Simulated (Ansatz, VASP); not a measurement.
# Si: VASP beside Ansatz

```
Si
1.0
     3.82120    0.00000    0.00000
    -1.91060    3.30925    0.00000
     0.00000    0.00000    6.28098
Si
4
Direct
  0.33333 0.66667 0.99948
  0.66667 0.33333 0.49948
  0.33333 0.66667 0.37452
  0.66667 0.33333 0.87452
```

Change from the starting cell: strained cell.

Alike in both runs: task relaxation of the atoms; functional LDA; k mesh 9 × 9 × 6; occupations gaussian, width 0.02 eV; no spin polarisation.

|  | VASP | Ansatz |
| --- | --- | --- |
| version | VASP 6.6.1 | Ansatz 0.2.0 |
| potentials or method | VASP PAW LDA potentials, release 64 (Si), cutoff 520 eV | scalar-relativistic, plane waves, PAW |
| valence electrons in the cell | 16 | 16 |

```tsv
	VASP	Ansatz	Ansatz less VASP
gap on the k mesh at the Fermi level, each at its own relaxed structure (eV)	0.31	0.31	+0.004
```

Ansatz warns that its potentials were made for another functional, while VASP's fit it. LDA's correlation is that of Perdew and Zunger in VASP and of Perdew and Wang (1992) in Ansatz. Ansatz's warnings: stress scf threshold loose.
